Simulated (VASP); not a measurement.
# AlN (Pm-3m) in VASP: a series of runs

AlN is run at these levels: PBE; tasks: single point.

All numbers are computed with VASP 6.6.1; they aren't measurements. Logs are shortened: lines on timing, memory, paths and dates and some standing lists are left out, and cuts for length are marked.

## (1) The cell of the first run

The structure is cubic, space group Pm-3m (No. 221). Conventional cell: a = 2.664 Å, b = 2.664 Å, c = 2.664 Å, α = 90.00°, β = 90.00°, γ = 90.00°. Al (site symmetry m-3m) has 8 N at 2.31 Å and 6 Al at 2.66 Å within 3.0 Å. N (site symmetry m-3m) has 8 Al at 2.31 Å and 6 N at 2.66 Å within 3.0 Å.

## (2) Single point, PBE

Input file INCAR:

```
ALGO = Normal ; EDIFF = 1E-6
ENCUT = 600 ; GGA = PE
GGA_COMPAT = False ; ISIF = 2
ISMEAR = 0 ; LASPH = True
LCHARG = False ; LREAL = False
LWAVE = False ; NBANDS = 11
NELM = 120 ; PREC = Accurate
SIGMA = 0.05
```

Input file KPOINTS:

```
k-points
0
Gamma
  6 6 6
```

Input file POSCAR:

```
AlN
1.0
    2.6643555061      0.0000000000      0.0000000000
    0.0000000000      2.6643555061      0.0000000000
    0.0000000000      0.0000000000      2.6643555061
Al N
1 1
Direct
    0.0000000000      0.0000000000      0.0000000000
    0.5000000000      0.5000000000      0.5000000000
```

Potentials or basis: VASP PAW PBE potentials, release 64 (Al, N).

Run with:

```bash
> cat potpaw_PBE.64/Al/POTCAR potpaw_PBE.64/N/POTCAR > POTCAR
> mpirun -np 1 vasp_std > vasp.out
```

OUTCAR:

```text
EDIFF = 1E-6
   ENCUT = 600
   GGA = PE
   ISIF = 2
   ISMEAR = 0
   LASPH = True
   LREAL = False
   NELM = 120
   PREC = Accurate

 ion  position               nearest neighbor table
   1  0.000  0.000  0.000-   2 2.31   2 2.31   2 2.31   2 2.31   2 2.31   2 2.31   2 2.31   2 2.31

   2  0.500  0.500  0.500-   1 2.31   1 2.31   1 2.31   1 2.31   1 2.31   1 2.31   1 2.31   1 2.31

  LATTYP: Found a simple cubic cell.
 ALAT       =     2.6643555061

  Lattice vectors:

 A1 = (   2.6643555061,   0.0000000000,   0.0000000000)
 A2 = (   0.0000000000,   2.6643555061,   0.0000000000)
 A3 = (   0.0000000000,   0.0000000000,   2.6643555061)

Analysis of symmetry for initial positions (statically):
=====================================================================
 Subroutine PRICEL returns:
 Original cell was already a primitive cell.

 Routine SETGRP: Setting up the symmetry group for a
 simple cubic supercell.

 Subroutine GETGRP returns: Found 48 space group operations
 (whereof 48 operations were pure point group operations)
 out of a pool of 48 trial point group operations.

The static configuration has the point symmetry O_h .

Analysis of symmetry for dynamics (positions and initial velocities):
=====================================================================
 Subroutine PRICEL returns:
 Original cell was already a primitive cell.

 Routine SETGRP: Setting up the symmetry group for a
 simple cubic supercell.

 Subroutine GETGRP returns: Found 48 space group operations
 (whereof 48 operations were pure point group operations)
 out of a pool of 48 trial point group operations.

The dynamic configuration has the point symmetry O_h .

 Subroutine INISYM returns: Found 48 space group operations
 (whereof 48 operations are pure point group operations),
 and found     1 'primitive' translations

----------------------------------------------------------------------------------------

                                     Primitive cell

  volume of cell :      18.9137

  direct lattice vectors                    reciprocal lattice vectors
     2.664355506  0.000000000  0.000000000     0.375325289  0.000000000  0.000000000
     0.000000000  2.664355506  0.000000000     0.000000000  0.375325289  0.000000000
     0.000000000  0.000000000  2.664355506     0.000000000  0.000000000  0.375325289

  length of vectors
     2.664355506  2.664355506  2.664355506     0.375325289  0.375325289  0.375325289

  position of ions in fractional coordinates (direct lattice)
     0.000000000  0.000000000  0.000000000
     0.500000000  0.500000000  0.500000000

  ion indices of the primitive-cell ions
   primitive index   ion index
                 1           1
                 2           2

----------------------------------------------------------------------------------------

 KPOINTS: k-points

Automatic generation of k-mesh.
 Grid dimensions read from file:
 generate k-points for:    6    6    6

 Generating k-lattice:

  Cartesian coordinates                     Fractional coordinates (reciprocal lattice)
     0.062554215  0.000000000  0.000000000     0.166666667  0.000000000  0.000000000
     0.000000000  0.062554215  0.000000000     0.000000000  0.166666667  0.000000000
     0.000000000  0.000000000  0.062554215     0.000000000  0.000000000  0.166666667

  Length of vectors
     0.062554215  0.062554215  0.062554215

  Shift w.r.t. Gamma in fractional coordinates (k-lattice)
     0.000000000  0.000000000  0.000000000

 Subroutine IBZKPT returns following result:
 ===========================================

 Found     20 irreducible k-points:

 Following reciprocal coordinates:
            Coordinates               Weight
  0.000000  0.000000  0.000000      1.000000
  0.166667  0.000000  0.000000      6.000000
  0.333333  0.000000  0.000000      6.000000
  0.500000  0.000000  0.000000      3.000000
  0.166667  0.166667  0.000000     12.000000
  0.333333  0.166667  0.000000     24.000000
[... 12 lines left out ...]
  0.500000  0.500000  0.333333      6.000000
  0.500000  0.500000  0.500000      1.000000
   k-points           NKPTS =     20   k-points in BZ     NKDIM =     20   number of bands    NBANDS=     11
   number of dos      NEDOS =    301   number of ions     NIONS =      2
   total plane-waves  NPLWV =  13824
   dimension x,y,z NGX =    24 NGY =   24 NGZ =   24
   dimension x,y,z NGXF=    48 NGYF=   48 NGZF=   48
   ions per type =               1   1
   NGX,Y,Z   is equivalent  to a cutoff of  14.98, 14.98, 14.98 a.u.
   NGXF,Y,Z  is equivalent  to a cutoff of  29.95, 29.95, 29.95 a.u.
 SYSTEM =  unknown system
   PREC   = accura    normal or accurate (medium, high low for compatibility)
   ISTART =      0    job   : 0-new  1-cont  2-samecut
   ICHARG =      2    charge: 1-file 2-atom 10-const
   ISPIN  =      1    spin polarized calculation?
   LNONCOLLINEAR =      F non collinear calculations
   LSORBIT =      F    spin-orbit coupling
   LASPH  =      T    aspherical Exc in radial PAW
   ENCUT  =  600.0 eV  44.10 Ry    6.64 a.u.   5.32  5.32  5.32*2*pi/ulx,y,z
   NELM   =    120;   NELMIN=  2; NELMDL= -5     # of ELM steps
   EDIFF  = 0.1E-05   stopping-criterion for ELM
   LREAL  =      F    real-space projection
   EDIFFG = 0.1E-04   stopping-criterion for IOM
   NSW    =      0    number of steps for IOM
   IBRION =     -1    ionic relax: 0-MD 1-quasi-New 2-CG
   NFREE  =      0    steps in history (QN), initial steepest desc. (CG)
   ISIF   =      2    stress and relaxation
   ISYM   =      2    0-nonsym 1-usesym 2-fastsym
   POTIM  = 0.5000    time-step for ionic-motion
   TEBEG  =    0.0;   TEEND  =   0.0 temperature during run
   PSTRESS=    0.0 pullay stress
   NELECT =       8.0000    total number of electrons
   NUPDOWN=      -1.0000    fix difference up-down
   EMIN   =  10.00;   EMAX   =-10.00  energy-range for DOS
   EFERMI =   0.00;   METHOD = LEGACY
   ISMEAR =     0;   SIGMA  =   0.05  broadening in eV -4-tet -1-fermi 0-gaus
   EFERMI_NEDOS =   21; number of points for ismear=-14 and -15
   IALGO  =     38    algorithm
   IMIX   =      4    mixing-type and parameters
     AMIX     =   0.40;   BMIX     =  1.00
     AMIX_MAG =   1.60;   BMIX_MAG =  1.00
  volume/ion in A,a.u.               =       9.46        63.82
  Fermi-wavevector in a.u.,A,eV,Ry     =   1.228889  2.322263 20.547085  1.510168
  Thomas-Fermi vector in A             =   2.363797
   LORBIT       =      0    0 simple, 1 ext, 2 COOP (PROOUT), +10 PAW based schemes
   GGA     = PE    functional components
   LHFCALC =     F    Hartree Fock is set to
   AEXX    =    0.0000 exact exchange contribution
   IVDW    =     0    specifies the selected vdW correction
   LEPSILON=     F    determine dielectric tensor
   LRPA    =     F    only Hartree local field effects (RPA)
 non-spin polarized calculation
 Gauss-broadening in eV      SIGMA  =   0.05
  energy-cutoff  :      600.00
  volume of cell :       18.91
 maximum number of plane-waves:       648
 NGX is ok and might be reduce to    24
   NGX = 11   NGY = 11   NGZ = 11

 number of electron       7.9999999 magnetization

 Free energy of the ion-electron system (eV)
  ---------------------------------------------------
  ext. energy  EPLUGINS =         0.00000000
  ---------------------------------------------------
  free energy    TOTEN  =       -11.39572739 eV

  energy without entropy =      -11.39385211  energy(sigma->0) =      -11.39478975

 E-fermi :  10.1916     XC(G=0): -11.8129

 val. band max:       10.0766485942   @ k =   0.0000   0.0000   0.0000
 cond. band min:      10.2050985428   @ k =   0.5000   0.3333   0.0000
 fundamental gap:      0.1284499486
 Fermi energy:        10.1915919625

 k-point     1 :       0.0000    0.0000    0.0000
  band No.  band energies     occupation
      1      -7.6956      2.00000
      2       8.5186      2.00000
      3       8.5186      2.00000
      4       8.5186      2.00000
      5      10.0766      1.99885
      6      16.2650      0.00000
      7      16.2650      0.00000
      8      24.6178      0.00000
      9      24.6178      0.00000
     10      24.6178      0.00000
     11      32.1296      0.00000

 k-point     2 :       0.1667    0.0000    0.0000
  band No.  band energies     occupation
      1      -7.2665      2.00000
      2       5.5253      2.00000
      3       8.7413      2.00000
      4       8.7413      2.00000
      5      11.5870      0.00000
      6      16.7999      0.00000
      7      17.5348      0.00000
      8      23.8154      0.00000
      9      23.8154      0.00000
     10      25.0913      0.00000
     11      30.8581      0.00000

 k-point     3 :       0.3333    0.0000    0.0000
  band No.  band energies     occupation
      1      -6.1345      2.00000
      2       1.9930      2.00000
      3       9.2406      2.00000
      4       9.2406      2.00000
      5      13.0163      0.00000
      6      17.5668      0.00000
      7      18.3077      0.00000
      8      22.0931      0.00000
      9      22.0931      0.00000
     10      26.5081      0.00000
     11      28.5060      0.00000

 k-point     4 :       0.5000    0.0000    0.0000
  band No.  band energies     occupation
      1      -5.2650      2.00000
      2       0.2661      2.00000
      3       9.5253      2.00000
      4       9.5253      2.00000
      5      13.9913      0.00000
      6      16.6646      0.00000
      7      19.7192      0.00000
      8      21.2234      0.00000
      9      21.2234      0.00000
     10      23.9435      0.00000
     11      29.8549      0.00000
[... 183 lines left out ...]
 k-point    18 :       0.5000    0.3333    0.3333
  band No.  band energies     occupation
      1      -2.8875      2.00000
      2       3.6946      2.00000
      3       5.5543      2.00000
      4       6.2134      2.00000
      5      11.8039      0.00000
      6      12.3373      0.00000
      7      14.3933      0.00000
      8      20.1552      0.00000
      9      25.3771      0.00000
     10      26.8265      0.00000
     11      27.1046      0.00000

 k-point    19 :       0.5000    0.5000    0.3333
  band No.  band energies     occupation
      1      -2.3474      2.00000
      2       4.6131      2.00000
      3       4.6131      2.00000
      4       6.5726      2.00000
      5      10.2313      0.26197
      6      13.0228      0.00000
      7      13.0228      0.00000
      8      18.4940      0.00000
      9      26.1991      0.00000
     10      27.2372      0.00000
     11      27.2372      0.00000

 k-point    20 :       0.5000    0.5000    0.5000
  band No.  band energies     occupation
      1      -1.8556      2.00000
      2       5.4168      2.00000
      3       5.4168      2.00000
      4       5.4168      2.00000
      5      11.3433      0.00000
      6      11.3433      0.00000
      7      11.3433      0.00000
      8      16.5102      0.00000
      9      27.5545      0.00000
     10      27.5545      0.00000
     11      27.5545      0.00000

------------------------ aborting loop because EDIFF is reached ----------------------------------------

  FORCE on cell =-STRESS in cart. coord.  units (eV):
  Direction    XX          YY          ZZ          XY          YZ          ZX
  --------------------------------------------------------------------------------------
  -------------------------------------------------------------------------------------
  Total       -1.2168666     -1.2168666     -1.2168666     -0.0000000      0.0000000     -0.0000000
  in kB     -103.0806227   -103.0806227   -103.0806227     -0.0000000      0.0000000     -0.0000000
  external PRESSURE =    -103.0806227 kB  Pullay stress =       0.0000000 kB

 VOLUME and BASIS-vectors are now :
 -----------------------------------------------------------------------------
  energy-cutoff  :      600.00
  volume of cell :       18.91
      direct lattice vectors                 reciprocal lattice vectors
     2.664355506  0.000000000  0.000000000     0.375325289  0.000000000  0.000000000
     0.000000000  2.664355506  0.000000000     0.000000000  0.375325289  0.000000000
     0.000000000  0.000000000  2.664355506     0.000000000  0.000000000  0.375325289

 POSITION                                       TOTAL-FORCE (eV/Angst)
 -----------------------------------------------------------------------------------
      0.00000      0.00000      0.00000         0.000000      0.000000      0.000000
      1.33218      1.33218      1.33218         0.000000      0.000000      0.000000
 -----------------------------------------------------------------------------------
    total drift:                                0.000000     -0.000000     -0.000000

  FREE ENERGIE OF THE ION-ELECTRON SYSTEM (eV)
  ---------------------------------------------------
  free  energy   TOTEN  =       -11.3957273930 eV

  energy  without entropy=      -11.3938521142  energy(sigma->0) =      -11.39478975
```

It took 9.5 s on 1 thread of Intel Xeon 8259CL, shared host; peak memory 0.13 GiB.

What came out:

| Item | Value |
| --- | --- |
| Free energy | -11.3957 eV |
| Pressure | -10.3 GPa |
| Band gap on the k mesh | zero (band 4 reaches 10.21 eV, above the bottom of band 5 at 9.00 eV) |

Caveat: the k points lie up to 0.39 Å⁻¹ apart.

## (3) Single point, PBE

This run uses another cell than the first one, of 8.89 Å³/atom, 0.940 times its volume.

INCAR, as its differences from that of step 2:

```diff
@@ -4,3 +4,4 @@
 ISMEAR = 0 ; LASPH = True
-LCHARG = False ; LREAL = False
+LCHARG = True ; LELF = True
+LREAL = False ; LVHAR = True
 LWAVE = False ; NBANDS = 11
```

KPOINTS is that of step 2.

Input file POSCAR:

```
AlN
1.0
    2.6102169726      0.0000000000      0.0000000000
    0.0000000000      2.6102169726      0.0000000000
    0.0000000000      0.0000000000      2.6102169726
Al N
1 1
Direct
    0.0000000000      0.0000000000      0.0000000000
    0.5000000000      0.5000000000      0.5000000000
```

Potentials or basis: VASP PAW PBE potentials, release 64 (Al, N).

Run with:

```bash
> cat potpaw_PBE.64/Al/POTCAR potpaw_PBE.64/N/POTCAR > POTCAR
> mpirun -np 1 vasp_std > vasp.out
```

Run time: 9.8 s. Hardware: 1 thread of Intel Xeon 8259CL, shared host; peak memory 0.13 GiB.

The run converged. Its results:

* Free energy: -11.4353 eV
* Pressure: -0.5 GPa
* Band gap on the k mesh: zero (band 4 reaches 11.07 eV, above the bottom of band 5 at 9.79 eV)

Levels at points of the mesh, in eV from the Fermi level:
```csv
k point,band 1,band 2,band 3,band 4,band 5,band 6,band 7,band 8
"(0.00, 0.00, 0.00)",-18.53,-1.79,-1.79,-1.79,0.49,5.99,5.99,15.29
"(0.50, 0.00, 0.00)",-15.90,-10.43,-0.74,-0.74,4.27,7.06,9.63,11.52
"(0.50, 0.50, 0.00)",-13.86,-7.51,-7.51,-1.83,0.29,9.20,9.20,11.73
"(0.50, 0.50, 0.50)",-12.10,-5.16,-5.16,-5.16,1.13,1.13,1.13,7.10
```

Caveat: the k points lie up to 0.40 Å⁻¹ apart.

## (4) Single point, PBE

This run uses another cell than the first one, of 7.57 Å³/atom, 0.800 times its volume.

Input file INCAR:

```
ALGO = Normal
EDIFF = 1E-6
ENCUT = 600
GGA = PE
GGA_COMPAT = False
ISIF = 2
ISMEAR = 0
LASPH = True
LCHARG = False
LREAL = False
LWAVE = False
NBANDS = 11
NELM = 120
PREC = Accurate
SIGMA = 0.05
```

Input file KPOINTS:

```
k-points
0
Gamma
  8 8 8
```

Input file POSCAR:

```
AlN
1.0
    2.4733685532      0.0000000000      0.0000000000
    0.0000000000      2.4733685532      0.0000000000
    0.0000000000      0.0000000000      2.4733685532
Al N
1 1
Direct
    0.0000000000      0.0000000000      0.0000000000
    0.5000000000      0.5000000000      0.5000000000
```

Run with:

```bash
> cat potpaw_PBE.64/Al/POTCAR potpaw_PBE.64/N/POTCAR > POTCAR
> mpirun -np 1 vasp_std > vasp.out
```

Run time: 10 s. Hardware: 1 thread of Intel Xeon 8259CL, shared host; peak memory 0.12 GiB.

The run converged. Its results:

| Item | Value |
| --- | --- |
| Free energy | -11.1041 eV |
| Pressure | 44.2 GPa |
| Band gap on the k mesh | zero (band 4 reaches 13.35 eV, above the bottom of band 5 at 12.66 eV) |

Levels at points of the mesh, in eV from the Fermi level:
| k point | band 2 | band 3 | band 4 | band 5 | band 6 | band 7 |
| --- | --- | --- | --- | --- | --- | --- |
| (0.00, 0.00, 0.00) | -1.88 | -1.88 | -1.88 | 2.63 | 6.06 | 6.06 |
| (0.50, 0.00, 0.00) | -11.56 | -0.72 | -0.72 | 6.02 | 9.07 | 10.26 |
| (0.50, 0.50, 0.00) | -8.48 | -8.48 | -1.44 | 0.55 | 11.00 | 11.00 |
| (0.50, 0.50, 0.50) | -6.02 | -6.02 | -6.02 | 1.47 | 1.47 | 1.47 |

## (5) The runs side by side

```csv
cell,k mesh,gap on the mesh (eV),pressure (GPa)
"a = 2.664 Å, 2 atoms",6 × 6 × 6,none,-10.3
"a = 2.610 Å, 2 atoms",6 × 6 × 6,none,-0.5
"a = 2.473 Å, 2 atoms",8 × 8 × 8,none,44.2
```

Alike in all rows: task single point; level PBE; potentials or basis VASP PAW PBE potentials, release 64 (Al, N); no spin polarisation; cutoff (eV) 600; smearing gaussian 0.05 eV.

Caveats: some runs use coarse meshes.

Total energies depend on the potentials used, so only differences within one code and one set of settings carry meaning.
